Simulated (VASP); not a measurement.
# AlN (P6_3mc) in VASP: single point with HSE06

Aim: the single point of AlN with HSE06.

Program: VASP 6.6.1. These are calculated values, not measurements. Logs are shortened: lines on timing, memory, paths and dates and some standing lists are left out, and cuts for length are marked.

**1. The cell of the first run**

The structure is hexagonal, space group P6_3mc (No. 186). Conventional cell: a = 3.130 Å, b = 3.130 Å, c = 5.017 Å, α = 90.00°, β = 90.00°, γ = 120.00°. Al (site symmetry 3m) has 4 N at 1.90 to 1.91 Å within 2.5 Å. Within 2.5 Å of N (site symmetry 3m) lie 4 Al at 1.90 to 1.91 Å.

**2. Single point, HSE06**

The input, POSCAR:

```
AlN
1.0
    3.1297569564      0.0000000289      0.0000000000
   -1.5648785032      2.7104490175      0.0000000000
    0.0000000000      0.0000000000      5.0174032965
Al N
2 2
Direct
    0.6666666668      0.3333333333      0.4992353699
    0.3333333334      0.6666666668      0.9992353697
    0.6666666668      0.3333333333      0.8807646297
    0.3333333334      0.6666666668      0.3807646299
```

The input, INCAR.step1:

```
SYSTEM = AlN
ALGO = Normal ; EDIFF = 1E-5
ENCUT = 520 ; GGA = PE
ISIF = 2 ; ISMEAR = -1
LASPH = .TRUE. ; LCHARG = .FALSE.
LREAL = .FALSE. ; LWAVE = .TRUE.
NBANDS = 16 ; NELM = 80
PREC = Accurate ; SIGMA = 0.01
```

The input, INCAR.step2:

```
SYSTEM = AlN
ALGO = Normal ; EDIFF = 1E-6
ENCUT = 520 ; GGA = PE
HFSCREEN = 0.2079 ; ISIF = 2
ISMEAR = -1 ; ISTART = 1
LASPH = .TRUE. ; LCHARG = .FALSE.
LHFCALC = .TRUE. ; LREAL = .FALSE.
LWAVE = .FALSE. ; NBANDS = 16
NELM = 80 ; PREC = Accurate
PRECFOCK = Normal ; SIGMA = 0.01
```

The input, KPOINTS:

```
k-points
0
G
  7 7 4
  0 0 0
```

Potentials or basis: VASP PAW PBE potentials, release 64 (Al, N).

Started as:

```
> cat potpaw_PBE.64/Al/POTCAR potpaw_PBE.64/N/POTCAR > POTCAR
> cp INCAR.step1 INCAR
> mpirun -np 1 vasp_std > vasp.out
> cp INCAR.step2 INCAR
> mpirun -np 1 vasp_std > vasp.out
```

OUTCAR:

```text
SYSTEM = AlN
   EDIFF = 1E-6
   ENCUT = 520
   GGA = PE
   HFSCREEN = 0.2079
   ISIF = 2
   ISMEAR = -1
   ISTART = 1
   LASPH = .TRUE.
   LHFCALC = .TRUE.
   LREAL = .FALSE.
   NELM = 80
   PREC = Accurate
   PRECFOCK = Normal

 ion  position               nearest neighbor table
   1  0.667  0.333  0.499-   4 1.90   4 1.90   4 1.90   3 1.91   2 3.09   2 3.09   2 3.09   2 3.09
                             2 3.09   2 3.09
   2  0.333  0.667  0.999-   3 1.90   3 1.90   3 1.90   4 1.91   1 3.09   1 3.09   1 3.09   1 3.09
                             1 3.09   1 3.09
   3  0.667  0.333  0.881-   2 1.90   2 1.90   2 1.90   1 1.91
   4  0.333  0.667  0.381-   1 1.90   1 1.90   1 1.90   2 1.91

  LATTYP: Found a hexagonal cell.
 ALAT       =     3.1297569564
 C/A-ratio  =     1.6031287306

  Lattice vectors:

 A1 = (   3.1297569564,   0.0000000289,   0.0000000000)
 A2 = (  -1.5648785032,   2.7104490175,   0.0000000000)
 A3 = (   0.0000000000,   0.0000000000,   5.0174032965)

Analysis of symmetry for initial positions (statically):
=====================================================================
 Subroutine PRICEL returns:
 Original cell was already a primitive cell.

 Routine SETGRP: Setting up the symmetry group for a
 hexagonal supercell.

 Subroutine GETGRP returns: Found 12 space group operations
 (whereof  6 operations were pure point group operations)
 out of a pool of 24 trial point group operations.

The static configuration has the point symmetry C_3v.
 The point group associated with its full space group is C_6v.

Analysis of symmetry for dynamics (positions and initial velocities):
=====================================================================
 Subroutine PRICEL returns:
 Original cell was already a primitive cell.

 Routine SETGRP: Setting up the symmetry group for a
 hexagonal supercell.

 Subroutine GETGRP returns: Found 12 space group operations
 (whereof  6 operations were pure point group operations)
 out of a pool of 24 trial point group operations.

The dynamic configuration has the point symmetry C_3v.
 The point group associated with its full space group is C_6v.

 Subroutine INISYM returns: Found 12 space group operations
 (whereof  6 operations are pure point group operations),
 and found     1 'primitive' translations

[... 103 lines left out ...]
   ISIF   =      2    stress and relaxation
   ISYM   =      3    0-nonsym 1-usesym 2-fastsym
   POTIM  = 0.5000    time-step for ionic-motion
   TEBEG  =    0.0;   TEEND  =   0.0 temperature during run
   PSTRESS=    0.0 pullay stress
   NELECT =      16.0000    total number of electrons
   NUPDOWN=      -1.0000    fix difference up-down
   EMIN   =  10.00;   EMAX   =-10.00  energy-range for DOS
   EFERMI =   0.00;   METHOD = LEGACY
   ISMEAR =    -1;   SIGMA  =   0.01  broadening in eV -4-tet -1-fermi 0-gaus
   EFERMI_NEDOS =   21; number of points for ismear=-14 and -15
   IALGO  =     38    algorithm
   IMIX   =      1    mixing-type and parameters
     AMIX     =   0.40;   BMIX     =  1.00
     AMIX_MAG =   1.60;   BMIX_MAG =  1.00
  volume/ion in A,a.u.               =      10.64        71.81
  Fermi-wavevector in a.u.,A,eV,Ry     =   1.181511  2.232733 18.993310  1.395969
  Thomas-Fermi vector in A             =   2.317783
   LORBIT       =      0    0 simple, 1 ext, 2 COOP (PROOUT), +10 PAW based schemes
   GGA     = PE    functional components
   LHFCALC =     T    Hartree Fock is set to
   PRECFOCK=normal    Normal, Fast or Accurate (Low or Medium for compatibility)
   ENCUT4O =  -1.0   cutoff for four orbital integrals eV
   NKREDX  =     1    reduce k-point grid by
   NKREDY  =     1    reduce k-point grid by
   NKREDZ  =     1    reduce k-point grid by
   AEXX    =    0.2500 exact exchange contribution
   HFSCREEN=    0.2079 screening length (either q_TF or 0.3 A-1)
   HFSCREENC=   0.2079 screening length for correlation (either q_TF or 0.3 A-1)
   ENCUTFOCK=  -1.0 apply spherical cutoff to Coloumb kernel
   IVDW    =     0    specifies the selected vdW correction
   LEPSILON=     F    determine dielectric tensor
   LRPA    =     F    only Hartree local field effects (RPA)
 non-spin polarized calculation
  energy-cutoff  :      520.00
  volume of cell :       42.56
 maximum number of plane-waves:      1170
 NGX is ok and might be reduce to    24
  NGX = 18; NGY = 18; NGZ = 28

 number of electron      15.9999998 magnetization

 Free energy of the ion-electron system (eV)
  ---------------------------------------------------
  ext. energy  EPLUGINS =         0.00000000
  ---------------------------------------------------
  free energy    TOTEN  =       -34.87759425 eV

  energy without entropy =      -34.87759425  energy(sigma->0) =      -34.87759425

 E-fermi :   5.2912     XC(G=0):  -8.9323

 val. band max:        5.0669484741   @ k =   0.0000   0.0000   0.0000
 cond. band min:      10.4434526794   @ k =   0.0000   0.0000   0.0000
 fundamental gap:      5.3765042052
 Fermi energy:         5.2911572207

 k-point     1 :       0.0000    0.0000    0.0000
  band No.  band energies     occupation
      1     -11.5136      2.00000
      2      -9.2921      2.00000
      3      -1.3477      2.00000
      4       4.1293      2.00000
      5       4.1293      2.00000
      6       4.8458      2.00000
[... 433 lines left out ...]
      3      -0.2570      2.00000
      4      -0.2570      2.00000
      5       1.3725      2.00000
      6       1.3725      2.00000
[... 8 lines left out ...]
     15      20.1180      0.00000
     16      20.1180      0.00000

------------------------ aborting loop because EDIFF is reached ----------------------------------------

  FORCE on cell =-STRESS in cart. coord.  units (eV):
  Direction    XX          YY          ZZ          XY          YZ          ZX
  --------------------------------------------------------------------------------------
  -------------------------------------------------------------------------------------
  Total       -1.4273930     -1.4273930     -1.4101230     -0.0000000      0.0000000      0.0000000
  in kB      -53.7307959    -53.7307959    -53.0807098     -0.0000000      0.0000000      0.0000000
  external PRESSURE =     -53.5141005 kB  Pullay stress =       0.0000000 kB

 VOLUME and BASIS-vectors are now :
 -----------------------------------------------------------------------------
  energy-cutoff  :      520.00
  volume of cell :       42.56
      direct lattice vectors                 reciprocal lattice vectors
     3.129756956  0.000000029  0.000000000     0.319513626  0.184471282  0.000000000
    -1.564878503  2.710449017  0.000000000    -0.000000003  0.368942558  0.000000000
     0.000000000  0.000000000  5.017403297     0.000000000  0.000000000  0.199306283

 POSITION                                       TOTAL-FORCE (eV/Angst)
 -----------------------------------------------------------------------------------
      1.56488      0.90348      2.50487        -0.000000     -0.000000      0.002191
     -0.00000      1.80697      5.01357        -0.000000      0.000000      0.002191
      1.56488      0.90348      4.41915        -0.000000     -0.000000     -0.002191
     -0.00000      1.80697      1.91045         0.000000     -0.000000     -0.002191
 -----------------------------------------------------------------------------------
    total drift:                               -0.000000     -0.000000      0.000354

  FREE ENERGIE OF THE ION-ELECTRON SYSTEM (eV)
  ---------------------------------------------------
  free  energy   TOTEN  =       -34.8775942537 eV

  energy  without entropy=      -34.8775942537  energy(sigma->0) =      -34.87759425
```

OUTCAR.step1:

```text
SYSTEM = AlN
   EDIFF = 1E-5
   ENCUT = 520
   GGA = PE
   ISIF = 2
   ISMEAR = -1
   LASPH = .TRUE.
[... 686 lines left out ...]
     -0.00000      1.80697      5.01357        -0.000000      0.000000     -0.000107
      1.56488      0.90348      4.41915         0.000000      0.000000      0.000107
     -0.00000      1.80697      1.91045        -0.000000     -0.000000      0.000107
 -----------------------------------------------------------------------------------
    total drift:                               -0.000000     -0.000000      0.000810

  FREE ENERGIE OF THE ION-ELECTRON SYSTEM (eV)
  ---------------------------------------------------
  free  energy   TOTEN  =       -29.7802127395 eV

  energy  without entropy=      -29.7802127395  energy(sigma->0) =      -29.78021274
```

OSZICAR.step1:

```text
N       E                     dE             d eps       ncg     rms          rms(c)
DAV:   1     0.436492826075E+02    0.43649E+02   -0.72640E+03   768   0.894E+02
DAV:   2    -0.307107482527E+02   -0.74360E+02   -0.67910E+02  1056   0.188E+02
DAV:   3    -0.344344525023E+02   -0.37237E+01   -0.37099E+01   944   0.441E+01
DAV:   4    -0.344580075128E+02   -0.23555E-01   -0.23553E-01   960   0.391E+00
DAV:   5    -0.344583140429E+02   -0.30653E-03   -0.30653E-03   992   0.454E-01    0.121E+01
DAV:   6    -0.297652736878E+02    0.46930E+01   -0.10670E+01   912   0.236E+01    0.411E+00
DAV:   7    -0.297919679358E+02   -0.26694E-01   -0.65786E-01   808   0.571E+00    0.292E+00
DAV:   8    -0.297848531721E+02    0.71148E-02   -0.61824E-02   816   0.230E+00    0.620E-01
DAV:   9    -0.297796457974E+02    0.52074E-02   -0.12297E-02   992   0.820E-01    0.251E-01
DAV:  10    -0.297803009531E+02   -0.65516E-03   -0.25196E-03   824   0.309E-01    0.137E-01
DAV:  11    -0.297802094831E+02    0.91470E-04   -0.19402E-04   920   0.106E-01    0.344E-02
DAV:  12    -0.297802127395E+02   -0.32563E-05   -0.12560E-05   736   0.285E-02
   1 F= -.29780213E+02 E0= -.29780213E+02  d E =-.797180E-12
```

It took 19 min on 1 thread of Intel Xeon 6975P-C (Granite Rapids), shared host; peak memory 0.26 GiB.

Results:

- Free energy: -34.8776 eV
- Pressure: -5.4 GPa
- Band gap on the k mesh: 5.38 eV

Forces on the atoms (eV/Å):
```
Al   0.000  0.000  0.002
Al   0.000  0.000  0.002
N    0.000  0.000 -0.002
N    0.000  0.000 -0.002
```

Levels at points of the mesh, in eV from the valence-band top:
```csv
k point,band 6,band 7,band 8,band 9,band 10,band 11
"(0.00, 0.00, 0.00)",-0.22,-0.22,0.00,5.38,7.96,12.29
"(0.00, 0.00, 0.50)",-0.59,-0.59,-0.59,7.77,7.77,11.83
```

Caveat: the cell stands under tension; the PAW data sets were made with another functional, which shifts forces and pressure a little.
